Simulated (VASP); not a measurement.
# Li4Nb4O11 (a cell with a defect) in VASP: a series of runs

Li4Nb4O11 (a cell with a defect) is run at these levels: PBEsol; tasks: single point.

All numbers are computed with VASP 6.6.1; they aren't measurements. Logs are shortened: lines on timing, memory, paths and dates and some standing lists are left out, and cuts for length are marked.

### 1 The cell of the first run

The cell holds a defect, 19 atoms: a = 5.183 Å, b = 5.445 Å, c = 7.517 Å, α = 93.91°, β = 90.00°, γ = 90.00°.

### 2 Single point, PBEsol

Contents of INCAR:

```
SYSTEM = Li4Nb4O11
PREC = Accurate
ENCUT = 520
EDIFF = 1E-6
ISMEAR = 0
SIGMA = 0.05
LREAL = Auto
LASPH = .True.
NELM = 80
ALGO = Normal
ISIF = 2
LWAVE = .False.
LCHARG = .True.
GGA = PS
LELF = .True.
LVHAR = .True.
NELECT = 128.0
NBANDS = 80
```

Contents of KPOINTS:

```
regular mesh
0
Gamma
  4 4 4
  0 0 0
```

Contents of POSCAR:

```
Li4Nb4O11
1.0
    5.1825903872      0.0000000000      0.0000000000
    0.0000000000      2.9921699552     -4.5492247954
    0.0000000000      5.9843399104      4.5492247953
Li Nb O
4 4 11
Direct
    0.0000000000      0.5000000000      0.2500000000
    0.5000000000      0.0000000000      0.7500000000
    0.0000000000      0.5000000000      0.7500000000
    0.5000000000      0.0000000000      0.2500000000
    0.0000000000      0.0000000000      0.0000000000
    0.5000000000      0.5000000000      0.5000000000
    0.0000000000      0.0000000000      0.5000000000
    0.5000000000      0.5000000000      0.0000000000
    0.8795714442      0.0000000000      0.2500000000
    0.3795714442      0.5000000000      0.7500000000
    0.8102142779      0.6897857221      0.9397857221
    0.8102142779      0.3102142779      0.5602142779
    0.3102142779      0.8102142779      0.0602142779
    0.1204285558      0.0000000000      0.7500000000
    0.6204285558      0.5000000000      0.2500000000
    0.6897857221      0.8102142779      0.5602142779
    0.1897857221      0.3102142779      0.0602142779
    0.1384230142      0.3277094688      0.4397857221
    0.6897857221      0.1897857221      0.9397857221
```

Potentials or basis: VASP PAW PBE potentials, release 64 (Li_sv, Nb_sv, O).

Command:

```console
$ cat potpaw_PBE.64/Li_sv/POTCAR potpaw_PBE.64/Nb_sv/POTCAR potpaw_PBE.64/O/POTCAR > POTCAR
$ mpirun -np 1 vasp_std > vasp.out
```

OUTCAR:

```text
SYSTEM = Li4Nb4O11
   PREC = Accurate
   ENCUT = 520
   EDIFF = 1E-6
   ISMEAR = 0
   LREAL = Auto
   LASPH = .True.
   NELM = 80
   ISIF = 2
   GGA = PS
   NELECT = 128.0

 ion  position               nearest neighbor table
   1  0.000  0.500  0.250-  18 1.90  15 1.97  17 1.97
   2  0.500  0.000  0.750-  14 1.97  16 1.97  19 1.97
   3  0.000  0.500  0.750-  10 1.97  11 1.97  12 1.97
   4  0.500  0.000  0.250-   9 1.97  13 1.97
   5  0.000  0.000  0.000-  13 1.98  19 1.98  14 1.98   9 1.98  17 1.98  11 1.98
   6  0.500  0.500  0.500-  12 1.98  10 1.98  15 1.98  16 1.98  18 2.13
   7  0.000  0.000  0.500-  16 1.98  14 1.98   9 1.98  12 1.98  18 2.00
   8  0.500  0.500  0.000-  11 1.98  17 1.98  15 1.98  10 1.98  13 1.98  19 1.98
   9  0.880  0.000  0.250-   4 1.97   5 1.98   7 1.98
  10  0.380  0.500  0.750-   3 1.97   6 1.98   8 1.98
  11  0.810  0.690  0.940-   3 1.97   8 1.98   5 1.98
  12  0.810  0.310  0.560-  18 1.93   3 1.97   6 1.98   7 1.98
  13  0.310  0.810  0.060-   4 1.97   5 1.98   8 1.98
  14  0.120  0.000  0.750-   2 1.97   5 1.98   7 1.98
  15  0.620  0.500  0.250-   1 1.97   6 1.98   8 1.98
  16  0.690  0.810  0.560-   2 1.97   7 1.98   6 1.98
  17  0.190  0.310  0.060-   1 1.97   8 1.98   5 1.98
  18  0.138  0.328  0.440-   1 1.90  12 1.93   7 2.00   6 2.13
  19  0.690  0.190  0.940-   2 1.97   5 1.98   8 1.98

  LATTYP: Found a simple monoclinic cell.
 ALAT       =     5.4450461228
 B/A-ratio  =     0.9517991713
 C/A-ratio  =     1.3805512169
 COS(beta)  =    -0.0681454888

  Lattice vectors:

 A1 = (   0.0000000000,   2.9921699552,  -4.5492247954)
 A2 = (  -5.1825903872,   0.0000000000,   0.0000000000)
 A3 = (   0.0000000000,   5.9843399104,   4.5492247953)

Analysis of symmetry for initial positions (statically):
=====================================================================
 Subroutine PRICEL returns:
 Original cell was already a primitive cell.

 Routine SETGRP: Setting up the symmetry group for a
 simple monoclinic supercell.

 Subroutine GETGRP returns: Found  1 space group operations
 (whereof  1 operations were pure point group operations)
 out of a pool of  4 trial point group operations.

The static configuration has the point symmetry C_1 .

Analysis of symmetry for dynamics (positions and initial velocities):
=====================================================================
 Subroutine PRICEL returns:
 Original cell was already a primitive cell.

 Routine SETGRP: Setting up the symmetry group for a
 simple monoclinic supercell.

 Subroutine GETGRP returns: Found  1 space group operations
 (whereof  1 operations were pure point group operations)
 out of a pool of  4 trial point group operations.

The dynamic configuration has the point symmetry C_1 .

 Subroutine INISYM returns: Found  1 space group operations
 (whereof  1 operations are pure point group operations),
 and found     1 'primitive' translations

----------------------------------------------------------------------------------------

                                     Primitive cell

  volume of cell :     211.6371

  direct lattice vectors                    reciprocal lattice vectors
     5.182590387  0.000000000  0.000000000     0.192953702  0.000000000  0.000000000
     0.000000000  2.992169955 -4.549224795     0.000000000  0.111401872 -0.146545114
     0.000000000  5.984339910  4.549224795     0.000000000  0.111401872  0.073272557

  length of vectors
     5.182590387  5.445046123  7.517165051     0.192953702  0.184081089  0.133338834

  position of ions in fractional coordinates (direct lattice)
     0.000000000  0.500000000  0.250000000
     0.500000000  0.000000000  0.750000000
     0.000000000  0.500000000  0.750000000
     0.500000000  0.000000000  0.250000000
     0.000000000  0.000000000  0.000000000
     0.500000000  0.500000000  0.500000000
[... 11 lines left out ...]
     0.138423014  0.327709469  0.439785722
     0.689785722  0.189785722  0.939785722

  ion indices of the primitive-cell ions
   primitive index   ion index
                 1           1
[... 49 lines left out ...]
   LORBIT       =      0    0 simple, 1 ext, 2 COOP (PROOUT), +10 PAW based schemes
   GGA     = PS    functional components
   LHFCALC =     F    Hartree Fock is set to
   AEXX    =    0.0000 exact exchange contribution
   IVDW    =     0    specifies the selected vdW correction
   LEPSILON=     F    determine dielectric tensor
   LRPA    =     F    only Hartree local field effects (RPA)
 non-spin polarized calculation
 Gauss-broadening in eV      SIGMA  =   0.05
  energy-cutoff  :      520.00
  volume of cell :      211.64
 maximum number of plane-waves:      5740
 NGX is ok and might be reduce to    40
   NGX = 19   NGY = 21   NGZ = 27

 number of electron     127.9999971 magnetization

 Free energy of the ion-electron system (eV)
  ---------------------------------------------------
  ext. energy  EPLUGINS =         0.00000000
  ---------------------------------------------------
  free energy    TOTEN  =      -164.19835985 eV

  energy without entropy =     -164.19835985  energy(sigma->0) =     -164.19835985

 E-fermi :   4.2921     XC(G=0): -10.6932

 val. band max:        4.0536990125   @ k =   0.2500   0.0000   0.5000
 cond. band min:       4.9883360798   @ k =   0.5000   0.5000   0.5000
 fundamental gap:      0.9346370673
 Fermi energy:         4.2920920821

 k-point     1 :       0.0000    0.0000    0.0000
  band No.  band energies     occupation
      1     -51.7672      2.00000
      2     -51.3819      2.00000
      3     -50.2475      2.00000
      4     -50.1971      2.00000
      5     -39.0385      2.00000
      6     -38.2100      2.00000
[... 68 lines left out ...]
     75       8.7057      0.00000
     76       8.8099      0.00000

 k-point     2 :       0.2500    0.0000    0.0000
  band No.  band energies     occupation
      1     -51.7671      2.00000
      2     -51.3819      2.00000
      3     -50.2472      2.00000
      4     -50.1974      2.00000
      5     -39.0385      2.00000
      6     -38.2100      2.00000
[... 1730 lines left out ...]
 k-point    24 :       0.2500   -0.2500    0.2500
  band No.  band energies     occupation
      1     -51.7671      2.00000
      2     -51.3819      2.00000
      3     -50.2470      2.00000
      4     -50.1976      2.00000
      5     -39.0385      2.00000
      6     -38.2100      2.00000
[... 68 lines left out ...]
     75       8.4437      0.00000
     76       8.6271      0.00000

 [... further k-points ...]

 [bands above 76 left out]

------------------------ aborting loop because EDIFF is reached ----------------------------------------

  FORCE on cell =-STRESS in cart. coord.  units (eV):
  Direction    XX          YY          ZZ          XY          YZ          ZX
  --------------------------------------------------------------------------------------
  -------------------------------------------------------------------------------------
  Total      -21.8177270    -20.3728263    -27.9971796     -4.1449552      0.6101007     -1.0779590
  in kB     -165.1689054   -154.2304303   -211.9498289    -31.3789661      4.6187061     -8.1605802
  external PRESSURE =    -177.1163882 kB  Pullay stress =       0.0000000 kB

 VOLUME and BASIS-vectors are now :
 -----------------------------------------------------------------------------
  energy-cutoff  :      520.00
  volume of cell :      211.64
      direct lattice vectors                 reciprocal lattice vectors
     5.182590387  0.000000000  0.000000000     0.192953702  0.000000000  0.000000000
     0.000000000  2.992169955 -4.549224795     0.000000000  0.111401872 -0.146545114
     0.000000000  5.984339910  4.549224795     0.000000000  0.111401872  0.073272557

 POSITION                                       TOTAL-FORCE (eV/Angst)
 -----------------------------------------------------------------------------------
      0.00000      2.99217     -1.13731        -0.317850     -1.054230     -0.306994
      2.59130      4.48825      3.41192         0.202599      0.661161      0.438852
      0.00000      5.98434      1.13731        -0.027725      0.438133      0.477415
      2.59130      1.49608      1.13731         0.418884     -0.779976     -0.701384
      0.00000      0.00000      0.00000        -0.388569      0.200961     -0.061314
      2.59130      4.48825     -0.00000         1.973515     -0.024900      2.721638
[... 11 lines left out ...]
      0.71739      3.61239      0.50986         5.784008     -0.610517     -0.454762
      3.57488      6.19187      3.41192         0.202212      0.074083      0.009573
 -----------------------------------------------------------------------------------
    total drift:                                0.000117      0.001009     -0.004410

  FREE ENERGIE OF THE ION-ELECTRON SYSTEM (eV)
  ---------------------------------------------------
  free  energy   TOTEN  =      -164.1983598461 eV

  energy  without entropy=     -164.1983598461  energy(sigma->0) =     -164.19835985
```

Wall time 30 min (1 thread of Intel Xeon 8259CL, shared host); peak memory 0.5 GiB.

What came out:

```yaml
Free_energy: -164.1984 eV
Largest_force: 5.834 eV/Å
```

Forces in eV/Å, atoms in the order of the input:
```
Li  -0.318 -1.054 -0.307
Li   0.203  0.661  0.439
Li  -0.028  0.438  0.477
Li   0.419 -0.780 -0.701
Nb  -0.389  0.201 -0.061
Nb   1.974 -0.025  2.722
Nb  -2.533  2.201 -2.563
Nb   0.101 -0.540 -0.120
O    0.627  0.932  2.132
O    0.159 -1.376 -1.388
O   -0.032  0.128 -0.120
O   -5.571  0.834  0.554
O   -0.056  0.395  0.242
O    0.271 -2.661 -1.446
O   -0.865  1.656  1.338
O   -0.010 -0.315 -0.897
O    0.061 -0.161  0.145
O    5.784 -0.611 -0.455
O    0.202  0.074  0.010
```

Caveat: the cell carries a net charge on a neutralising background, which shifts energy and pressure; the cell differs from its parent crystal (atoms taken out, atom 18 moved 0.667 of the way to it and -0.700 Å across, host rigid); the cell is charged against a uniform background, so pressure and absolute levels hang on convention; the cutoff is under 1.25 times the usual one of these potentials, so pressure, stress and relaxed cells hold a basis-set (Pulay) error; the PAW data sets were made with another functional, which shifts forces and pressure a little.

### 3 Single point, PBEsol

Contents of INCAR:

```
  PREC = Accurate
  ENCUT = 520
  EDIFF = 1E-6
  ISMEAR = 0
  SIGMA = 0.05
  LREAL = Auto
  LASPH = True
  NELM = 60
  ALGO = Normal
  ISIF = 2
  LWAVE = False
  LCHARG = True
  GGA = PS
  LELF = True
  LVHAR = True
  NELECT = 128.0
  NBANDS = 80
```

Contents of KPOINTS:

```
regular mesh
0
Gamma
  4 4 4
```

POSCAR, as its differences from that of step 2:

```diff
@@ -25,3 +25,3 @@
     0.1897857221      0.3102142779      0.0602142779
-    0.1384230142      0.3277094688      0.4397857221
+    0.3340167105      0.2827097719      0.4397857221
     0.6897857221      0.1897857221      0.9397857221
```

Potentials or basis: VASP PAW PBE potentials, release 64 (Li_sv, Nb_sv, O).

Command:

```console
$ cat potpaw_PBE.64/Li_sv/POTCAR potpaw_PBE.64/Nb_sv/POTCAR potpaw_PBE.64/O/POTCAR > POTCAR
$ mpirun -np 1 vasp_std > vasp.out
```

Wall time 18 min (1 thread of Intel Xeon Platinum 8259CL at 2.50GHz (Skylake/Cascade Lake), shared host); peak memory 0.52 GiB.

It converged, with:

```
Free energy   : -162.4329 eV
Largest force : 23.020 eV/Å
```

Forces on the atoms (eV/Å):
```
Li   -0.506  -1.165  -0.325
Li    0.270   0.617   0.440
Li   -0.102   0.620   0.588
Li    0.410  -0.577  -0.701
Nb   -0.394  -0.185  -0.182
Nb   13.202  11.904  -6.376
Nb   -5.402   3.272  -1.300
Nb    0.280  -0.270   0.052
O     1.181   1.867   1.942
O    -0.310  -0.474  -0.953
O     0.232   0.292  -0.326
O     1.641  -1.306   1.051
O    -0.218   0.500   0.159
O     0.329  -2.841  -1.677
O     0.083   0.841  -0.433
O     3.046   1.592  -3.372
O    -0.154   0.017   0.328
O   -13.902 -14.702  10.978
O     0.314  -0.001   0.107
```

Levels at points of the mesh, in eV from the Fermi level:
| k point | band 62 | band 63 | band 64 | band 65 | band 66 | band 67 |
| --- | --- | --- | --- | --- | --- | --- |
| (0.00, 0.00, 0.00) | -0.54 | -0.49 | -0.37 | 0.40 | 1.03 | 1.50 |
| (0.50, 0.00, 0.00) | -0.65 | -0.51 | -0.38 | 0.66 | 1.47 | 1.77 |
| (0.00, 0.50, 0.00) | -0.70 | -0.52 | -0.46 | 1.00 | 1.32 | 1.63 |
| (0.50, 0.50, 0.00) | -0.94 | -0.91 | -0.87 | 0.69 | 0.93 | 1.50 |
| (0.00, 0.00, 0.50) | -0.52 | -0.44 | -0.33 | 0.34 | 1.03 | 2.01 |
| (0.50, 0.00, 0.50) | -0.64 | -0.50 | -0.38 | 0.57 | 1.70 | 1.94 |
| (0.00, 0.50, 0.50) | -0.68 | -0.50 | -0.47 | 0.83 | 1.39 | 1.99 |
| (0.50, 0.50, 0.50) | -0.99 | -0.94 | -0.86 | 0.62 | 0.95 | 2.05 |

Caveat: the cell carries a net charge on a neutralising background, which shifts energy and pressure; the cell differs from its parent crystal (atoms taken out, atom 18 moved 0.833 of the way to it and +0.233 Å across, host rigid); the cell is charged against a uniform background, so pressure and absolute levels hang on convention; the cutoff is under 1.25 times the usual one of these potentials, so pressure, stress and relaxed cells hold a basis-set (Pulay) error; atoms lie so close that the PAW spheres overlap strongly, which falsifies energies and pressures; the PAW data sets were made with another functional, which shifts forces and pressure a little.

### 4 Single point, PBEsol

Contents of INCAR:

```
ALGO = Normal
EDIFF = 1E-7
ENCUT = 520
GGA = PS
ISIF = 2
ISMEAR = 0
LASPH = True
LCHARG = False
LREAL = Auto
LWAVE = False
NBANDS = 80
NELECT = 128.0
NELM = 100
PREC = Accurate
SIGMA = 0.05
```

Contents of KPOINTS:

```
k-points
0
Gamma
  4 4 4
```

POSCAR, as its differences from that of step 3:

```diff
@@ -25,3 +25,3 @@
     0.1897857221      0.3102142779      0.0602142779
-    0.3340167105      0.2827097719      0.4397857221
+    0.1897857221      0.6897857221      0.4397857221
     0.6897857221      0.1897857221      0.9397857221
```

Command:

```console
$ cat potpaw_PBE.64/Li_sv/POTCAR potpaw_PBE.64/Nb_sv/POTCAR potpaw_PBE.64/O/POTCAR > POTCAR
$ mpirun -np 1 vasp_std > vasp.out
```

It took 16 min on 1 thread of Intel Xeon Platinum 8259CL at 2.50GHz (Skylake/Cascade Lake), shared host; peak memory 0.52 GiB.

It converged, with:

* Free energy: -166.0081 eV
* Largest force: 4.665 eV/Å

Forces in eV/Å, atoms in the order of the input:
```
Li  -0.229 -0.416 -0.578
Li   0.179  0.617  0.590
Li  -0.093  0.483  0.241
Li   0.460 -1.223 -0.272
Nb  -0.162 -0.258 -0.033
Nb   2.455  2.928 -2.677
Nb  -3.627 -0.575  2.815
Nb   0.238 -0.116 -0.143
O    0.763  1.815  0.904
O    0.012 -2.222 -0.932
O   -0.145  0.120 -0.088
O   -0.116 -0.790 -0.055
O   -0.007  0.096  0.078
O    0.223 -1.750 -1.717
O   -0.686  1.331  1.844
O    0.210 -0.508 -0.114
O    0.100  0.179  0.291
O    0.357  0.162 -0.117
O    0.067  0.129 -0.038
```

Levels at points of the mesh, in eV from the Fermi level:
```csv
k point,band 60,band 61,band 62,band 63,band 64,band 65,band 66,band 67,band 68,band 69
"(0.00, 0.00, 0.00)",-0.95,-0.90,-0.45,-0.40,-0.29,0.28,1.04,1.65,1.79,2.20
"(0.50, 0.00, 0.00)",-1.17,-1.01,-0.81,-0.38,-0.31,1.29,1.64,1.91,2.23,2.72
"(0.00, 0.50, 0.00)",-1.15,-1.04,-0.92,-0.42,-0.38,1.27,1.69,1.92,2.36,2.77
"(0.50, 0.50, 0.00)",-1.07,-1.00,-0.94,-0.83,-0.79,0.70,1.29,1.63,1.72,2.25
"(0.00, 0.00, 0.50)",-1.00,-0.93,-0.42,-0.33,-0.26,0.24,1.05,2.29,2.48,2.53
"(0.50, 0.00, 0.50)",-0.85,-0.76,-0.68,-0.38,-0.30,1.14,1.91,2.09,2.40,2.88
"(0.00, 0.50, 0.50)",-0.88,-0.82,-0.74,-0.41,-0.37,1.10,1.87,2.21,2.51,2.92
"(0.50, 0.50, 0.50)",-1.16,-0.95,-0.93,-0.90,-0.81,0.71,1.28,2.27,2.42,2.52
```

Caveat: the cell carries a net charge on a neutralising background, which shifts energy and pressure; the cell differs from its parent crystal (atoms taken out, atom 18 moved 0.000 of the way to it and +0.000 Å across, host rigid); the cell is charged against a uniform background, so pressure and absolute levels hang on convention; the cutoff is under 1.25 times the usual one of these potentials, so pressure, stress and relaxed cells hold a basis-set (Pulay) error; the PAW data sets were made with another functional, which shifts forces and pressure a little.

### 5 Single point, PBEsol

Contents of INCAR:

```
SYSTEM = Li4Nb4O11
ALGO = Normal
EDIFF = 1E-7
ENCUT = 520
GGA = PS
ISIF = 2
ISMEAR = 0
LASPH = .TRUE.
LCHARG = .FALSE.
LREAL = Auto
LWAVE = .FALSE.
NBANDS = 80
NELECT = 128.0
NELM = 60
PREC = Accurate
SIGMA = 0.05
```

Contents of KPOINTS:

```
k-points
0
G
  4 4 4
  0 0 0
```

POSCAR, as its differences from that of step 4:

```diff
@@ -25,3 +25,3 @@
     0.1897857221      0.3102142779      0.0602142779
-    0.1897857221      0.6897857221      0.4397857221
+    0.4418667039      0.2185119754      0.4397857221
     0.6897857221      0.1897857221      0.9397857221
```

Command:

```console
$ cat potpaw_PBE.64/Li_sv/POTCAR potpaw_PBE.64/Nb_sv/POTCAR potpaw_PBE.64/O/POTCAR > POTCAR
$ mpirun -np 1 vasp_std > vasp.out
```

Run time: 48 min. Hardware: 1 thread of Intel Xeon 8259CL, shared host; peak memory 0.53 GiB.

Results (log left out):

```yaml
Free_energy: -162.6648 eV
Largest_force: 13.626 eV/Å
```

Forces on the atoms (eV/Å):
```
Li  -0.664 -1.227 -0.469
Li   0.202  0.538  0.301
Li  -0.126  0.649  0.594
Li   0.563 -1.055 -0.553
Nb  -0.316 -0.301 -0.186
Nb   3.007  6.617 -3.914
Nb  -5.021  3.407 -1.323
Nb   0.377  0.068  0.216
O    1.395  1.944  1.971
O   -0.472 -0.998 -1.260
O    0.167  0.245 -0.281
O    4.017 -0.507  1.034
O   -0.294  0.395  0.129
O    0.233 -2.728 -1.589
O   -0.177  0.944 -1.082
O    3.378  0.665 -2.196
O   -0.167  0.120  0.299
O   -6.413 -8.765  8.228
O    0.311 -0.013  0.080
```

Levels at points of the mesh, in eV from the Fermi level:
| k point | band 62 | band 63 | band 64 | band 65 | band 66 | band 67 |
| --- | --- | --- | --- | --- | --- | --- |
| (0.00, 0.00, 0.00) | -0.48 | -0.43 | -0.31 | 0.31 | 1.26 | 1.63 |
| (0.50, 0.00, 0.00) | -0.48 | -0.45 | -0.34 | 0.70 | 1.45 | 1.70 |
| (0.00, 0.50, 0.00) | -0.54 | -0.47 | -0.41 | 1.17 | 1.32 | 1.71 |
| (0.50, 0.50, 0.00) | -0.89 | -0.88 | -0.71 | 0.54 | 1.14 | 1.58 |
| (0.00, 0.00, 0.50) | -0.47 | -0.40 | -0.28 | 0.29 | 1.26 | 2.10 |
| (0.50, 0.00, 0.50) | -0.56 | -0.44 | -0.34 | 0.63 | 1.50 | 2.01 |
| (0.00, 0.50, 0.50) | -0.59 | -0.45 | -0.43 | 0.96 | 1.41 | 2.08 |
| (0.50, 0.50, 0.50) | -0.93 | -0.88 | -0.75 | 0.52 | 1.17 | 2.14 |

Caveat: the cell carries a net charge on a neutralising background, which shifts energy and pressure; the cell differs from its parent crystal (atoms taken out, atom 18 moved 1.000 of the way to it and +0.700 Å across, host rigid); the cell is charged against a uniform background, so pressure and absolute levels hang on convention; the cutoff is under 1.25 times the usual one of these potentials, so pressure, stress and relaxed cells hold a basis-set (Pulay) error; the PAW data sets were made with another functional, which shifts forces and pressure a little.
